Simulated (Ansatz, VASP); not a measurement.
**Rh: VASP beside Ansatz**

```
Rh
1.0
     0.00000    1.80647    1.90155
     1.80647    0.00000    1.90155
     1.80647    1.80647    0.00000
Rh
1
Direct
  0.00000 0.00000 0.00000
```

Change from the starting cell: strain -0.050 along x and y, +0.000 along z, atoms carried along.

Alike in both runs: task single point; functional r2SCAN; k mesh 22 × 22 × 22; occupations gaussian, width 0.15 eV; no spin polarisation.

|  | VASP | Ansatz |
| --- | --- | --- |
| version | VASP 6.6.1 | Ansatz 0.2.0 |
| potentials or method | VASP PAW PBE potentials, release 64 (Rh_pv), cutoff 520 eV | scalar-relativistic, plane waves, PAW |
| valence electrons in the cell | 15 | 17 |

|  | VASP | Ansatz | Ansatz less VASP |
| --- | --- | --- | --- |
| gap on the k mesh at the Fermi level (eV) | none | none | - |
| pressure (GPa) | 39.0 | 37.1 | -1.92 |
| traceless stress, the component that is largest in VASP (GPa) | -11.65 | -11.58 | +0.078 |

VASP's potentials were made for PBE, not for r2SCAN. A gap of «none» marks a metal or a gap that the smearing closes. Both programs put the cell under a high pressure, so it lies far from rest at this level. The functional is the same, so the differences come from potentials, cutoffs and numerics. VASP's potentials hold 15 valence electrons a cell and Ansatz's 17, so a difference there can come from the potentials and not from the codes.
